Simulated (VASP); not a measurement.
# Li8LaNb7O23 (a cell with a defect) in VASP: notebook

The runs below take Li8LaNb7O23 (a cell with a defect) through single point, with PBE.

Everything below comes from runs of VASP 6.6.1. Logs are shortened: lines on timing, memory, paths and dates and some standing lists are left out, and cuts for length are marked.

### Step 1. The cell of the first run

The cell holds a defect, 39 atoms: a = 5.550 Å, b = 11.101 Å, c = 11.101 Å, α = 55.75°, β = 55.75°, γ = 55.75°.

### Step 2. Single point, PBE

INCAR

```
SYSTEM = Li8LaNb7O23
PREC     = Accurate       ! precision mode
ENCUT    = 650            ! plane-wave cutoff, eV
EDIFF    = 1E-6           ! SCF threshold, eV
ISMEAR   = 0              ! smearing method
SIGMA    = 0.01           ! smearing width, eV
LREAL    = Auto         
LASPH    = .True.         ! aspherical terms in the spheres
NELM     = 200            ! most SCF steps
ALGO     = Normal         ! electronic algorithm
ISIF     = 2              ! what is computed and relaxed
LWAVE    = .False.        ! write WAVECAR
LCHARG   = .False.        ! write CHGCAR
GGA      = PE             ! functional
NBANDS   = 157            ! bands
GGA_COMPAT= .False.      
LMAXMIX  = 6              ! l up to which the mixer works
ISYM     = -1
```

KPOINTS

```
explicit points
1
Reciprocal
  0.25000000   0.25000000   0.25000000 1
```

POSCAR

```
Li8LaNb7O23
1.0
    2.5949501352      1.4981951591      4.6722232478
   -5.1899002704      2.9963903182      9.3444464955
    0.0000000000     -5.9927806363      9.3444464955
Li Nb O La
8 7 23 1
Direct
    0.7187151385      0.3564519672      0.3595738259
    0.1758391319      0.1154421086      0.1378400853
    0.7081075008      0.3623148423      0.8611646983
    0.2307269364      0.1102913336      0.6078282232
    0.7200645622      0.8523848812      0.3721345040
    0.2174962684      0.6070895967      0.1147647187
    0.7746209282      0.8188087732      0.8524195551
    0.2033384165      0.6047550953      0.6110665559
    0.9812300936      0.4962934946      0.5080536611
    0.5009685898      0.2476801262      0.2501201376
    0.9966493131      0.4975383398      1.0061896063
    0.9947635149      1.0074867339      0.5024486146
    0.5034638744      0.7446994190      0.2548423724
    0.9802461173      0.9857684348      1.0184291956
    0.4993245431      0.7494735336      0.7523611041
    0.2724271939      0.3228746228      0.4424490001
    0.6401102689      0.4434584943      0.1404041284
    0.8703279788      0.1415760206      0.3265981687
    0.4165768124      0.0623137772      0.3782578107
    0.8075506816      0.1934522606      0.0680892856
    0.1400308239      0.3896869898      0.1973722863
    0.2863626439      0.3143454398      0.9630756209
    0.6216996767      0.4515078190      0.6305819989
    1.0311699927      0.1346602507      0.8171210481
    0.8374112663      0.1914668591      0.5452470570
    0.0833972253      0.4213469954      0.6834283468
    0.2795736078      0.8324926507      0.4281715126
    0.6037497080      0.9707879171      0.0915232531
    0.8717729020      0.6575947882      0.3129839284
    0.3811064674      0.5755808058      0.3814020137
    0.7798438725      0.6925683122      0.0696565429
    0.1336276401      0.8952245026      0.1868065827
    0.2859734734      0.8151984597      0.9515357006
    0.6441760769      0.9447965206      0.6510767819
    0.8947097262      0.6345490266      0.8211794732
    0.3887618022      0.5723690369      0.8890233860
    0.7577239268      0.7081447596      0.5678025876
    0.1319838678      0.8940242478      0.7022284904
    0.4703461954      0.2252770129      0.7680351969
```

Potentials or basis: VASP PAW PBE potentials, release 64 (Li_sv, Nb_sv, O, La).

The run is started by

```bash
$ cat potpaw_PBE.64/Li_sv/POTCAR potpaw_PBE.64/Nb_sv/POTCAR potpaw_PBE.64/O/POTCAR potpaw_PBE.64/La/POTCAR > POTCAR
$ mpirun -np 1 vasp_std > vasp.out
```

OUTCAR:

```text
SYSTEM = Li8LaNb7O23
   PREC = Accurate
   ENCUT = 650
   EDIFF = 1E-6
   ISMEAR = 0
   LREAL = Auto
   LASPH = .True.
   NELM = 200
   ISIF = 2
   GGA = PE
   ISYM = -1

 ion  position               nearest neighbor table
   1  0.719  0.356  0.360-  25 1.99  21 2.08  30 2.12  18 2.22  17 2.26  16 2.28
   2  0.176  0.115  0.138-  18 1.87  28 1.94  22 2.09  20 2.14
   3  0.708  0.362  0.861-  26 2.03  36 2.05  20 2.12  22 2.19  24 2.27
   4  0.231  0.110  0.608-  24 2.04  16 2.06  34 2.09  25 2.20  38 2.27
   5  0.720  0.852  0.372-  37 1.88  19 1.98  32 2.13  29 2.18  27 2.27
   6  0.217  0.607  0.115-  17 2.06  29 2.06  33 2.07  21 2.25
   7  0.775  0.819  0.852-  35 1.94  38 2.00  31 2.00  34 2.15  11 2.78
   8  0.203  0.605  0.611-  23 2.01  35 2.05  26 2.08  27 2.27  37 2.28
   9  0.981  0.496  0.508-  23 1.84  16 1.90  26 1.92  29 2.04  30 2.23  37 2.25
  10  0.501  0.248  0.250-  19 1.88  21 1.89  20 1.92  18 2.10  16 2.15  17 2.16
  11  0.997  0.498  0.006-  22 1.87  17 1.87  35 1.92  31 2.11  21 2.13  36 2.18   7 2.78
  12  0.995  0.007  0.502-  18 1.90  34 1.90  25 1.94  27 1.96  38 2.18  19 2.19
  13  0.503  0.745  0.255-  30 1.83  31 1.92  32 2.01  29 2.02  27 2.06  28 2.28
  14  0.980  0.986  0.018-  28 1.84  24 1.86  33 1.89  32 1.99  20 2.21
  15  0.499  0.749  0.752-  37 1.86  36 1.87  38 1.91  35 2.16  33 2.17  34 2.19
  16  0.272  0.323  0.442-   9 1.90   4 2.06  10 2.15   1 2.28
  17  0.640  0.443  0.140-  11 1.87   6 2.06  10 2.16   1 2.26
  18  0.870  0.142  0.327-   2 1.87  12 1.90  10 2.10   1 2.22
  19  0.417  0.062  0.378-  10 1.88   5 1.98  12 2.19
  20  0.808  0.193  0.068-  10 1.92   3 2.12   2 2.14  14 2.21
  21  0.140  0.390  0.197-  10 1.89   1 2.08  11 2.13   6 2.25
  22  0.286  0.314  0.963-  11 1.87   2 2.09   3 2.19  39 2.34
  23  0.622  0.452  0.631-   9 1.84   8 2.01  39 2.44
  24  0.031  0.135  0.817-  14 1.86   4 2.04   3 2.27  39 2.81
  25  0.837  0.191  0.545-  12 1.94   1 1.99   4 2.20  39 2.22
  26  0.083  0.421  0.683-   9 1.92   3 2.03   8 2.08  39 2.22
  27  0.280  0.832  0.428-  12 1.96  13 2.06   8 2.27   5 2.27
  28  0.604  0.971  0.092-  14 1.84   2 1.94  13 2.28
  29  0.872  0.658  0.313-  13 2.02   9 2.04   6 2.06   5 2.18
  30  0.381  0.576  0.381-  13 1.83   1 2.12   9 2.23
  31  0.780  0.693  0.070-  13 1.92   7 2.00  11 2.11
  32  0.134  0.895  0.187-  14 1.99  13 2.01   5 2.13
  33  0.286  0.815  0.952-  14 1.89   6 2.07  15 2.17
  34  0.644  0.945  0.651-  12 1.90   4 2.09   7 2.15  15 2.19
  35  0.895  0.635  0.821-  11 1.92   7 1.94   8 2.05  15 2.16
  36  0.389  0.572  0.889-  15 1.87   3 2.05  11 2.18
  37  0.758  0.708  0.568-  15 1.86   5 1.88   9 2.25   8 2.28
  38  0.132  0.894  0.702-  15 1.91   7 2.00  12 2.18   4 2.27
  39  0.470  0.225  0.768-  25 2.22  26 2.22  22 2.34  23 2.44  24 2.81

IMPORTANT INFORMATION: All symmetrisations will be switched off!
NOSYMM: (Re-)initialisation of all symmetry stuff for point group C_1.

----------------------------------------------------------------------------------------

                                     Primitive cell

  volume of cell :     435.9455

  direct lattice vectors                    reciprocal lattice vectors
     2.594950135  1.498195159  4.672223248     0.192681930  0.111244964  0.071343623
    -5.189900270  2.996390318  9.344446495    -0.096340965  0.055622482  0.035671811
     0.000000000 -5.992780636  9.344446495    -0.000000000 -0.111244964  0.035671811

  length of vectors
     5.550497727 11.100995454 11.100995454     0.233648626  0.116824313  0.116824313

  position of ions in fractional coordinates (direct lattice)
     0.718715139  0.356451967  0.359573826
     0.175839132  0.115442109  0.137840085
     0.708107501  0.362314842  0.861164698
     0.230726936  0.110291334  0.607828223
     0.720064562  0.852384881  0.372134504
     0.217496268  0.607089597  0.114764719
[... 31 lines left out ...]
     0.131983868  0.894024248  0.702228490
     0.470346195  0.225277013  0.768035197

  ion indices of the primitive-cell ions
   primitive index   ion index
                 1           1
                 2           2
                 3           3
                 4           4
                 5           5
                 6           6
[... 31 lines left out ...]
                38          38
                39          39

----------------------------------------------------------------------------------------

 KPOINTS: explicit points

Read explicit list of k-points.

 Found      1 k-points:

 Following reciprocal coordinates:
            Coordinates               Weight
  0.250000  0.250000  0.250000      1.000000
   k-points           NKPTS =      1   k-points in BZ     NKDIM =      1   number of bands    NBANDS=    157
   number of dos      NEDOS =    301   number of ions     NIONS =     39
   total plane-waves  NPLWV = 442368
   dimension x,y,z NGX =    48 NGY =   96 NGZ =   96
   dimension x,y,z NGXF=    96 NGYF=  192 NGZF=  192
   ions per type =               8   7  23   1
   NGX,Y,Z   is equivalent  to a cutoff of  14.38, 14.38, 14.38 a.u.
   NGXF,Y,Z  is equivalent  to a cutoff of  28.75, 28.75, 28.75 a.u.
 SYSTEM =  Li8LaNb7O23
   PREC   = accura    normal or accurate (medium, high low for compatibility)
   ISTART =      0    job   : 0-new  1-cont  2-samecut
   ICHARG =      2    charge: 1-file 2-atom 10-const
   ISPIN  =      1    spin polarized calculation?
   LNONCOLLINEAR =      F non collinear calculations
   LSORBIT =      F    spin-orbit coupling
   LASPH  =      T    aspherical Exc in radial PAW
   ENCUT  =  650.0 eV  47.77 Ry    6.91 a.u.  11.54 23.08 23.08*2*pi/ulx,y,z
   NELM   =    200;   NELMIN=  2; NELMDL= -5     # of ELM steps
   EDIFF  = 0.1E-05   stopping-criterion for ELM
   LREAL  =      T    real-space projection
   EDIFFG = 0.1E-04   stopping-criterion for IOM
   NSW    =      0    number of steps for IOM
   IBRION =     -1    ionic relax: 0-MD 1-quasi-New 2-CG
   NFREE  =      0    steps in history (QN), initial steepest desc. (CG)
   ISIF   =      2    stress and relaxation
   ISYM   =     -1    0-nonsym 1-usesym 2-fastsym
   POTIM  = 0.5000    time-step for ionic-motion
   TEBEG  =    0.0;   TEEND  =   0.0 temperature during run
   PSTRESS=    0.0 pullay stress
   NELECT =     264.0000    total number of electrons
   NUPDOWN=      -1.0000    fix difference up-down
   EMIN   =  10.00;   EMAX   =-10.00  energy-range for DOS
   EFERMI =   0.00;   METHOD = LEGACY
   ISMEAR =     0;   SIGMA  =   0.01  broadening in eV -4-tet -1-fermi 0-gaus
   EFERMI_NEDOS =   21; number of points for ismear=-14 and -15
   IALGO  =     38    algorithm
   IMIX   =      4    mixing-type and parameters
     AMIX     =   0.40;   BMIX     =  1.00
     AMIX_MAG =   1.60;   BMIX_MAG =  1.00
  volume/ion in A,a.u.               =      11.18        75.43
  Fermi-wavevector in a.u.,A,eV,Ry     =   1.385050  2.617365 26.100913  1.918363
  Thomas-Fermi vector in A             =   2.509496
   LORBIT       =      0    0 simple, 1 ext, 2 COOP (PROOUT), +10 PAW based schemes
   GGA     = PE    functional components
   LHFCALC =     F    Hartree Fock is set to
   AEXX    =    0.0000 exact exchange contribution
   IVDW    =     0    specifies the selected vdW correction
   LEPSILON=     F    determine dielectric tensor
   LRPA    =     F    only Hartree local field effects (RPA)
 non-spin polarized calculation
 Gauss-broadening in eV      SIGMA  =   0.01
  energy-cutoff  :      650.00
  volume of cell :      435.95
 maximum number of plane-waves:     16398
 NGX is ok and might be reduce to    48
   NGX = 23   NGY = 47   NGZ = 47

 number of electron     264.0000006 magnetization

 Free energy of the ion-electron system (eV)
  ---------------------------------------------------
  ext. energy  EPLUGINS =         0.00000000
  ---------------------------------------------------
  free energy    TOTEN  =      -307.22486864 eV

  energy without entropy =     -307.22486864  energy(sigma->0) =     -307.22486864

 E-fermi :   3.8480     XC(G=0): -10.5851

 val. band max:        3.6490189968   @ k =   0.2500   0.2500   0.2500
 cond. band min:       7.1097292049   @ k =   0.2500   0.2500   0.2500
 fundamental gap:      3.4607102081
 Fermi energy:         3.8480275119

 k-point     1 :       0.2500    0.2500    0.2500
  band No.  band energies     occupation
      1     -50.7614      2.00000
      2     -50.7489      2.00000
      3     -50.7110      2.00000
      4     -50.6697      2.00000
      5     -50.6690      2.00000
      6     -50.5547      2.00000
[... 136 lines left out ...]
    143       8.0793      0.00000
    144       8.1502      0.00000
 [bands above 144 left out]

------------------------ aborting loop because EDIFF is reached ----------------------------------------

  FORCE on cell =-STRESS in cart. coord.  units (eV):
  Direction    XX          YY          ZZ          XY          YZ          ZX
  --------------------------------------------------------------------------------------
  -------------------------------------------------------------------------------------
  Total        4.0362613      5.4259589      3.2273961      1.0281629      2.5552139     -1.4927216
  in kB       14.8339777     19.9413634     11.8612543      3.7786814      9.3908653     -5.4860171
  external PRESSURE =      15.5455318 kB  Pullay stress =       0.0000000 kB

 VOLUME and BASIS-vectors are now :
 -----------------------------------------------------------------------------
  energy-cutoff  :      650.00
  volume of cell :      435.95
      direct lattice vectors                 reciprocal lattice vectors
     2.594950135  1.498195159  4.672223248     0.192681930  0.111244964  0.071343623
    -5.189900270  2.996390318  9.344446495    -0.096340965  0.055622482  0.035671811
     0.000000000 -5.992780636  9.344446495    -0.000000000 -0.111244964  0.035671811

 POSITION                                       TOTAL-FORCE (eV/Angst)
 -----------------------------------------------------------------------------------
      0.01508     -0.01000     10.04886        -0.000271      0.005639     -0.006601
     -0.14284     -0.21669      3.18834         0.000517      0.021213     -0.009777
     -0.04287     -3.01425     14.74118        -0.000889     -0.005475     -0.007767
      0.02632     -2.96643      7.78844        -0.000410     -0.005080     -0.002910
     -2.55526      1.40275     14.80676        -0.000605      0.013113     -0.011110
     -2.58634      1.45717      7.76152         0.002885      0.000719     -0.000174
[... 31 lines left out ...]
     -4.29741     -1.33172     15.53276        -0.001425      0.009862     -0.009537
      0.05136     -3.22298     11.47952        -0.029148      0.016480      0.008130
 -----------------------------------------------------------------------------------
    total drift:                                0.002603      0.004765     -0.007787

  FREE ENERGIE OF THE ION-ELECTRON SYSTEM (eV)
  ---------------------------------------------------
  free  energy   TOTEN  =      -307.2248686401 eV

  energy  without entropy=     -307.2248686401  energy(sigma->0) =     -307.22486864
```

It took 5.1 min on 1 thread of Intel Xeon Platinum 8488C (Sapphire Rapids), shared host; peak memory 0.91 GiB.

What came out:

| Property | Result |
| --- | --- |
| Free energy | -307.2249 eV |
| Pressure | 1.6 GPa |
| Largest force | 0.041 eV/Å |
| Band gap on the k mesh | 3.46 eV |

Forces in eV/Å, atoms in the order of the input:
```
Li   0.000  0.006 -0.007
Li   0.001  0.021 -0.010
Li  -0.001 -0.005 -0.008
Li   0.000 -0.005 -0.003
Li  -0.001  0.013 -0.011
Li   0.003  0.001  0.000
Li  -0.013  0.001  0.007
Li  -0.008  0.000 -0.007
Nb   0.005  0.032  0.025
Nb   0.010  0.014  0.026
Nb   0.002  0.009  0.028
Nb   0.005  0.022  0.009
Nb  -0.013  0.025  0.006
Nb   0.007 -0.008  0.009
Nb  -0.001  0.018  0.028
O   -0.002  0.009 -0.009
O    0.009 -0.010 -0.013
O   -0.012 -0.032  0.006
O   -0.020  0.001 -0.004
O   -0.014 -0.020  0.007
O    0.009  0.007 -0.001
O    0.007  0.008 -0.016
O    0.004 -0.012 -0.015
O    0.002  0.019  0.008
O    0.003 -0.033 -0.005
O    0.021  0.004  0.005
O   -0.012  0.004  0.006
O    0.010 -0.023 -0.007
O    0.009 -0.018  0.000
O   -0.002 -0.014 -0.007
O    0.004 -0.019 -0.006
O    0.008  0.009 -0.006
O   -0.007  0.001 -0.005
O    0.011 -0.005 -0.004
O    0.001 -0.014 -0.009
O   -0.006 -0.016 -0.013
O    0.014 -0.016 -0.003
O   -0.001  0.010 -0.010
La  -0.029  0.016  0.008
```

Levels at points of the mesh, in eV from the valence-band top:
```csv
k point,band 129,band 130,band 131,band 132,band 133,band 134,band 135,band 136
"(0.25, 0.25, 0.25)",-0.21,-0.18,-0.09,0.00,3.46,3.57,3.71,3.77
```

Caveat: spin-orbit coupling is left out, which moves the levels of the heavy elements.

### Step 3. Single point, PBE

INCAR

```
ALGO = Normal
EDIFF = 1E-6
ENCUT = 650
GGA = PE
GGA_COMPAT = False
ISIF = 2
ISMEAR = 0
ISYM = -1
LASPH = True
LCHARG = False
LMAXMIX = 6
LREAL = Auto
LWAVE = False
NBANDS = 157
NELM = 200
PREC = Accurate
SIGMA = 0.01
```

KPOINTS is that of step 2.

POSCAR, as its differences from that of step 2:

```diff
@@ -2,5 +2,5 @@
 1.0
-    2.5949501352      1.4981951591      4.6722232478
-   -5.1899002704      2.9963903182      9.3444464955
-    0.0000000000     -5.9927806363      9.3444464955
+    2.5949501400      1.4981951600      4.6722232500
+   -5.1899002700      2.9963903200      9.3444465000
+    0.0000000000     -5.9927806400      9.3444465000
 Li Nb O La
```

Potentials or basis: VASP PAW PBE potentials, release 64 (Li_sv, Nb_sv, O, La).

The run is started by

```bash
$ cat potpaw_PBE.64/Li_sv/POTCAR potpaw_PBE.64/Nb_sv/POTCAR potpaw_PBE.64/O/POTCAR potpaw_PBE.64/La/POTCAR > POTCAR
$ mpirun -np 1 vasp_std > vasp.out
```

Run time: 5.3 min. Hardware: 1 thread of Intel Xeon Platinum 8488C (Sapphire Rapids), shared host; peak memory 0.92 GiB.

Results (log left out):

```
Free energy            : -307.2249 eV
Pressure               : 1.6 GPa
Largest force          : 0.041 eV/Å
Band gap on the k mesh : 3.46 eV
```

Forces on the atoms (eV/Å):
```
Li   0.000  0.006 -0.007
Li   0.001  0.021 -0.010
Li  -0.001 -0.005 -0.008
Li   0.000 -0.005 -0.003
Li  -0.001  0.013 -0.011
Li   0.003  0.001  0.000
Li  -0.013  0.001  0.007
Li  -0.008  0.000 -0.007
Nb   0.005  0.032  0.025
Nb   0.010  0.014  0.026
Nb   0.002  0.009  0.028
Nb   0.005  0.022  0.009
Nb  -0.013  0.025  0.006
Nb   0.007 -0.008  0.009
Nb  -0.001  0.018  0.028
O   -0.002  0.009 -0.009
O    0.009 -0.010 -0.013
O   -0.012 -0.032  0.006
O   -0.020  0.001 -0.004
O   -0.014 -0.020  0.007
O    0.009  0.007 -0.001
O    0.007  0.008 -0.016
O    0.004 -0.012 -0.015
O    0.002  0.019  0.008
O    0.003 -0.033 -0.005
O    0.021  0.004  0.005
O   -0.012  0.004  0.006
O    0.010 -0.023 -0.007
O    0.009 -0.018  0.000
O   -0.002 -0.014 -0.007
O    0.004 -0.019 -0.006
O    0.008  0.009 -0.006
O   -0.007  0.001 -0.005
O    0.011 -0.005 -0.004
O    0.001 -0.014 -0.009
O   -0.006 -0.016 -0.013
O    0.014 -0.016 -0.003
O   -0.001  0.010 -0.010
La  -0.029  0.016  0.008
```

Stress tensor (GPa, compression positive):
```
 1.48  0.38 -0.55
 0.38  1.99  0.94
-0.55  0.94  1.19
```

Levels at points of the mesh, in eV from the valence-band top:
```
           k point  band 129  band 130  band 131  band 132  band 133  band 134  band 135  band 136
(0.25, 0.25, 0.25)     -0.21     -0.18     -0.09      0.00      3.46      3.57      3.71      3.77
```

Caveat: spin-orbit coupling is left out, which moves the levels of the heavy elements.
